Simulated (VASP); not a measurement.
# Si (P6_3/mmc) in VASP: further runs

Si is run at these levels: LDA; tasks: single point.

Program: VASP 6.6.1. These are calculated values, not measurements. Logs are shortened: lines on timing, memory, paths and dates and some standing lists are left out, and cuts for length are marked.

### Step 1. The cell of the first run

It takes space group P6_3/mmc (No. 194, hexagonal). Conventional cell: a = 2.599 Å, b = 2.599 Å, c = 4.506 Å, α = 90.00°, β = 90.00°, γ = 120.00°. Within 3.4 Å of Si (site symmetry -6m2) lie 12 Si at 2.60 to 2.71 Å.

This isn't the form of Si at room conditions, which is diamond.

### Step 2. Single point, LDA (strain -0.025 along x and y, +0.000 along z)

Contents of INCAR:

```
SYSTEM = Si
PREC = Accurate
ENCUT = 520
EDIFF = 1E-6
ISMEAR = 0
SIGMA = 0.15
LREAL = .False.
LASPH = .True.
NELM = 100
ALGO = Normal
ISIF = 2
LWAVE = .False.
LCHARG = .False.
NBANDS = 11
```

Contents of KPOINTS:

```
Automatic mesh
0
Gamma
  24 24 10
  0 0 0
```

Contents of POSCAR:

```
Si
1.0
    2.5989380717      0.0000000000      0.0000000000
   -1.2994690358      2.2507463929      0.0000000000
    0.0000000000      0.0000000000      4.5062692700
Si
2
Direct
    0.3333333333      0.6666666667      0.2500000000
    0.6666666667      0.3333333333      0.7500000000
```

Potentials or basis: VASP PAW LDA potentials, release 64 (Si).

Started as:

```bash
$ cat potpaw_LDA.64/Si/POTCAR > POTCAR
$ mpirun -np 1 vasp_std > vasp.out
```

OUTCAR:

```text
SYSTEM = Si
   PREC = Accurate
   ENCUT = 520
   EDIFF = 1E-6
   ISMEAR = 0
   LREAL = .False.
   LASPH = .True.
   NELM = 100
   ISIF = 2

 ion  position               nearest neighbor table
   1  0.333  0.667  0.250-   2 2.71   2 2.71   2 2.71   2 2.71   2 2.71   2 2.71
   2  0.667  0.333  0.750-   1 2.71   1 2.71   1 2.71   1 2.71   1 2.71   1 2.71

  LATTYP: Found a hexagonal cell.
 ALAT       =     2.5989380717
 C/A-ratio  =     1.7338886675

  Lattice vectors:

 A1 = (   2.5989380717,   0.0000000000,   0.0000000000)
 A2 = (  -1.2994690358,   2.2507463929,   0.0000000000)
 A3 = (   0.0000000000,   0.0000000000,   4.5062692700)

Analysis of symmetry for initial positions (statically):
=====================================================================
 Subroutine PRICEL returns:
 Original cell was already a primitive cell.

 Routine SETGRP: Setting up the symmetry group for a
 hexagonal supercell.

 Subroutine GETGRP returns: Found 24 space group operations
 (whereof 12 operations were pure point group operations)
 out of a pool of 24 trial point group operations.

The static configuration has the point symmetry D_3d.
 The point group associated with its full space group is D_6h.

Analysis of symmetry for dynamics (positions and initial velocities):
=====================================================================
 Subroutine PRICEL returns:
 Original cell was already a primitive cell.

 Routine SETGRP: Setting up the symmetry group for a
 hexagonal supercell.

 Subroutine GETGRP returns: Found 24 space group operations
 (whereof 12 operations were pure point group operations)
 out of a pool of 24 trial point group operations.

The dynamic configuration has the point symmetry D_3d.
 The point group associated with its full space group is D_6h.

 Subroutine INISYM returns: Found 24 space group operations
 (whereof 12 operations are pure point group operations),
 and found     1 'primitive' translations

----------------------------------------------------------------------------------------

                                     Primitive cell

  volume of cell :      26.3596

  direct lattice vectors                    reciprocal lattice vectors
     2.598938072  0.000000000  0.000000000     0.384772539  0.222148529  0.000000000
    -1.299469036  2.250746393  0.000000000     0.000000000  0.444297058  0.000000000
     0.000000000  0.000000000  4.506269270     0.000000000  0.000000000  0.221913059

  length of vectors
     2.598938072  2.598938072  4.506269270     0.444297058  0.444297058  0.221913059

  position of ions in fractional coordinates (direct lattice)
     0.333333333  0.666666667  0.250000000
     0.666666667  0.333333333  0.750000000

  ion indices of the primitive-cell ions
   primitive index   ion index
                 1           1
                 2           2

----------------------------------------------------------------------------------------

 KPOINTS: Automatic mesh

Automatic generation of k-mesh.
 Grid dimensions read from file:
 generate k-points for:   24   24   10

 Generating k-lattice:

  Cartesian coordinates                     Fractional coordinates (reciprocal lattice)
     0.016032189  0.009256189  0.000000000     0.041666667  0.000000000  0.000000000
     0.000000000  0.018512377  0.000000000     0.000000000  0.041666667  0.000000000
     0.000000000  0.000000000  0.022191306     0.000000000  0.000000000  0.100000000

  Length of vectors
     0.018512377  0.018512377  0.022191306

  Shift w.r.t. Gamma in fractional coordinates (k-lattice)
     0.000000000  0.000000000  0.000000000

 Subroutine IBZKPT returns following result:
 ===========================================

 Found    366 irreducible k-points:

 Following reciprocal coordinates:
            Coordinates               Weight
  0.000000  0.000000  0.000000      1.000000
  0.041667  0.000000  0.000000      6.000000
  0.083333  0.000000  0.000000      6.000000
  0.125000  0.000000  0.000000      6.000000
  0.166667 -0.000000  0.000000      6.000000
  0.208333 -0.000000  0.000000      6.000000
[... 16 lines left out ...]
  0.416667  0.041667  0.000000     12.000000
  0.458333  0.041667  0.000000     12.000000
 [... further k-points ...]
   k-points           NKPTS =    366   k-points in BZ     NKDIM =    366   number of bands    NBANDS=     11
   number of dos      NEDOS =    301   number of ions     NIONS =      2
   total plane-waves  NPLWV =  14400
   dimension x,y,z NGX =    20 NGY =   20 NGZ =   36
   dimension x,y,z NGXF=    40 NGYF=   40 NGZF=   72
   ions per type =               2
   NGX,Y,Z   is equivalent  to a cutoff of  12.79, 12.79, 13.28 a.u.
   NGXF,Y,Z  is equivalent  to a cutoff of  25.59, 25.59, 26.56 a.u.
 SYSTEM =  Si
   PREC   = accura    normal or accurate (medium, high low for compatibility)
   ISTART =      0    job   : 0-new  1-cont  2-samecut
   ICHARG =      2    charge: 1-file 2-atom 10-const
   ISPIN  =      1    spin polarized calculation?
   LNONCOLLINEAR =      F non collinear calculations
   LSORBIT =      F    spin-orbit coupling
   LASPH  =      T    aspherical Exc in radial PAW
   ENCUT  =  520.0 eV  38.22 Ry    6.18 a.u.   4.83  4.83  8.38*2*pi/ulx,y,z
   NELM   =    100;   NELMIN=  2; NELMDL= -5     # of ELM steps
   EDIFF  = 0.1E-05   stopping-criterion for ELM
   LREAL  =      F    real-space projection
   EDIFFG = 0.1E-04   stopping-criterion for IOM
   NSW    =      0    number of steps for IOM
   IBRION =     -1    ionic relax: 0-MD 1-quasi-New 2-CG
   NFREE  =      0    steps in history (QN), initial steepest desc. (CG)
   ISIF   =      2    stress and relaxation
   ISYM   =      2    0-nonsym 1-usesym 2-fastsym
   POTIM  = 0.5000    time-step for ionic-motion
   TEBEG  =    0.0;   TEEND  =   0.0 temperature during run
   PSTRESS=    0.0 pullay stress
   NELECT =       8.0000    total number of electrons
   NUPDOWN=      -1.0000    fix difference up-down
   EMIN   =  10.00;   EMAX   =-10.00  energy-range for DOS
   EFERMI =   0.00;   METHOD = LEGACY
   ISMEAR =     0;   SIGMA  =   0.15  broadening in eV -4-tet -1-fermi 0-gaus
   EFERMI_NEDOS =   21; number of points for ismear=-14 and -15
   IALGO  =     38    algorithm
   IMIX   =      4    mixing-type and parameters
     AMIX     =   0.40;   BMIX     =  1.00
     AMIX_MAG =   1.60;   BMIX_MAG =  1.00
  volume/ion in A,a.u.               =      13.18        88.94
  Fermi-wavevector in a.u.,A,eV,Ry     =   1.100166  2.079013 16.468023  1.210366
  Thomas-Fermi vector in A             =   2.236573
   LORBIT       =      0    0 simple, 1 ext, 2 COOP (PROOUT), +10 PAW based schemes
   GGA     = CA    functional components
   LHFCALC =     F    Hartree Fock is set to
   AEXX    =    0.0000 exact exchange contribution
   IVDW    =     0    specifies the selected vdW correction
   LEPSILON=     F    determine dielectric tensor
   LRPA    =     F    only Hartree local field effects (RPA)
 non-spin polarized calculation
 Gauss-broadening in eV      SIGMA  =   0.15
  energy-cutoff  :      520.00
  volume of cell :       26.36
 maximum number of plane-waves:       732
 NGX is ok and might be reduce to    20
   NGX =  9   NGY =  9   NGZ = 17

 number of electron       8.0000000 magnetization

 Free energy of the ion-electron system (eV)
  ---------------------------------------------------
  ext. energy  EPLUGINS =         0.00000000
  ---------------------------------------------------
  free energy    TOTEN  =       -11.06752286 eV

  energy without entropy =      -11.05991056  energy(sigma->0) =      -11.06371671

 E-fermi :  11.4188     XC(G=0): -11.6425

 val. band max:       11.4115060754   @ k =   0.2500   0.2083   0.5000
 cond. band min:      11.4259808431   @ k =   0.4583   0.0417   0.0000
 fundamental gap:      0.0144747677
 Fermi energy:        11.4187735409

 k-point     1 :       0.0000    0.0000    0.0000
  band No.  band energies     occupation
      1      -3.8722      2.00000
      2       2.6687      2.00000
      3       3.6367      2.00000
      4      21.2774      0.00000
      5      21.2774      0.00000
      6      21.9752      0.00000
      7      22.1201      0.00000
      8      22.3602      0.00000
      9      22.3602      0.00000
     10      25.7662      0.00000
     11      26.2153      0.00000

 k-point     2 :       0.0417    0.0000    0.0000
  band No.  band energies     occupation
      1      -3.8225      2.00000
      2       2.7176      2.00000
      3       3.6837      2.00000
      4      20.2887      0.00000
      5      20.7100      0.00000
      6      21.7957      0.00000
      7      21.9831      0.00000
      8      22.9862      0.00000
      9      23.0210      0.00000
     10      25.2281      0.00000
     11      25.5559      0.00000

 k-point     3 :       0.0833    0.0000    0.0000
  band No.  band energies     occupation
      1      -3.6734      2.00000
      2       2.8640      2.00000
      3       3.8245      2.00000
      4      18.6188      0.00000
      5      19.8800      0.00000
      6      21.4150      0.00000
      7      21.9847      0.00000
      8      23.3104      0.00000
      9      23.8530      0.00000
     10      23.9677      0.00000
     11      24.9770      0.00000
[... 267 lines left out ...]
 k-point    23 :       0.4167    0.0417    0.0000
  band No.  band energies     occupation
      1       1.5600      2.00000
      2       5.0160      2.00000
      3       8.0088      2.00000
      4       8.7426      2.00000
      5      11.3434      1.52266
      6      12.4233      0.00000
      7      14.9229      0.00000
      8      18.7847      0.00000
      9      20.2661      0.00000
     10      22.3402      0.00000
     11      24.3774      0.00000

 k-point    24 :       0.4583    0.0417    0.0000
  band No.  band energies     occupation
      1       2.5941      2.00000
      2       3.8173      2.00000
      3       8.9600      2.00000
      4       9.5614      2.00000
      5      10.2185      2.00000
      6      11.4260      0.94582
      7      14.8341      0.00000
      8      18.6989      0.00000
      9      20.1887      0.00000
     10      22.2521      0.00000
     11      24.3338      0.00000

 [... further k-points ...]

------------------------ aborting loop because EDIFF is reached ----------------------------------------

  FORCE on cell =-STRESS in cart. coord.  units (eV):
  Direction    XX          YY          ZZ          XY          YZ          ZX
  --------------------------------------------------------------------------------------
  -------------------------------------------------------------------------------------
  Total        0.9742544      0.9742544      0.5617898      0.0000000     -0.0000000      0.0000000
  in kB       59.2165796     59.2165796     34.1463910      0.0000000     -0.0000000      0.0000000
  external PRESSURE =      50.8598501 kB  Pullay stress =       0.0000000 kB

 VOLUME and BASIS-vectors are now :
 -----------------------------------------------------------------------------
  energy-cutoff  :      520.00
  volume of cell :       26.36
      direct lattice vectors                 reciprocal lattice vectors
     2.598938072  0.000000000  0.000000000     0.384772539  0.222148529  0.000000000
    -1.299469036  2.250746393  0.000000000     0.000000000  0.444297058  0.000000000
     0.000000000  0.000000000  4.506269270     0.000000000  0.000000000  0.221913059

 POSITION                                       TOTAL-FORCE (eV/Angst)
 -----------------------------------------------------------------------------------
     -0.00000      1.50050      1.12657        -0.000000      0.000000      0.000000
      1.29947      0.75025      3.37970         0.000000     -0.000000      0.000000
 -----------------------------------------------------------------------------------
    total drift:                               -0.000000      0.000000     -0.000000

  FREE ENERGIE OF THE ION-ELECTRON SYSTEM (eV)
  ---------------------------------------------------
  free  energy   TOTEN  =       -11.0675228582 eV

  energy  without entropy=      -11.0599105563  energy(sigma->0) =      -11.06371671
```

Run time: 22 s. Hardware: 1 thread of Intel Xeon 6975P-C (Granite Rapids), shared host; peak memory 0.19 GiB.

Results:

| Item | Value |
| --- | --- |
| Free energy | -11.0675 eV |
| Pressure | 5.1 GPa |
| Band gap on the k mesh | zero (bands 4 and 5 overlap by 13.78 eV) |

Stress tensor (GPa, compression positive):
```
5.92 0.00 0.00
0.00 5.92 0.00
0.00 0.00 3.41
```

Levels at points of the mesh, in eV from the Fermi level:
```csv
k point,band 1,band 2,band 3,band 4,band 5,band 6,band 7,band 8
"(0.00, 0.00, 0.00)",-15.29,-8.75,-7.78,9.86,9.86,10.56,10.70,10.94
"(0.50, 0.00, 0.00)",-8.47,-8.05,-2.18,-1.72,-1.56,-0.22,4.24,6.38
"(0.00, 0.00, 0.50)",-13.52,-13.52,0.16,0.16,11.24,11.24,11.24,11.24
"(0.50, 0.00, 0.50)",-6.84,-6.84,-6.23,-6.23,5.75,5.75,5.84,5.84
```

Caveat: the cell differs from its parent crystal (strain -0.025 along x and y, +0.000 along z); the cell stands under pressure.

### Step 3. Single point, LDA (strain +0.000 along x and y, -0.025 along z)

Contents of INCAR:

```
  PREC = Accurate
  ENCUT = 520
  EDIFF = 1E-6
  ISMEAR = 0
  SIGMA = 0.15
  LREAL = F
  LASPH = T
  NELM = 80
  ALGO = Normal
  ISIF = 2
  LWAVE = F
  LCHARG = F
  GGA = CA
  NBANDS = 11
```

Contents of KPOINTS:

```
regular mesh
0
Gamma
  24 24 10
```

Contents of POSCAR:

```
Si
1.0
    2.6655775094      0.0000000000      0.0000000000
   -1.3327887547      2.3084578389      0.0000000000
    0.0000000000      0.0000000000      4.3936125382
Si
2
Direct
    0.3333333333      0.6666666667      0.2500000000
    0.6666666667      0.3333333333      0.7500000000
```

Potentials or basis: VASP PAW LDA potentials, release 64 (Si).

Started as:

```bash
$ cat potpaw_LDA.64/Si/POTCAR > POTCAR
$ mpirun -np 1 vasp_std > vasp.out
```

It took 24 s on 1 thread of Intel Xeon 6975P-C (Granite Rapids), shared host; peak memory 0.19 GiB.

The run converged. Its results:

```
Free energy            : -11.0779 eV
Pressure               : 2.1 GPa
Band gap on the k mesh : zero (bands 4 and 5 overlap by 12.58 eV)
```

Stress tensor (GPa, compression positive):
```
1.19 0.00 0.00
0.00 1.19 0.00
0.00 0.00 4.07
```

Levels at points of the mesh, in eV from the Fermi level:
```csv
k point,band 1,band 2,band 3,band 4,band 5,band 6,band 7,band 8
"(0.00, 0.00, 0.00)",-15.03,-7.93,-7.38,8.71,8.71,10.07,10.07,11.60
"(0.50, 0.00, 0.00)",-8.64,-8.04,-1.72,-1.63,-1.17,-0.13,3.49,5.73
"(0.00, 0.00, 0.50)",-13.17,-13.17,1.16,1.16,10.16,10.16,10.16,10.16
"(0.50, 0.00, 0.50)",-6.85,-6.85,-6.21,-6.21,5.10,5.10,6.21,6.21
```

Caveat: the cell differs from its parent crystal (strain +0.000 along x and y, -0.025 along z).

(Continued in part 2 of 2.)
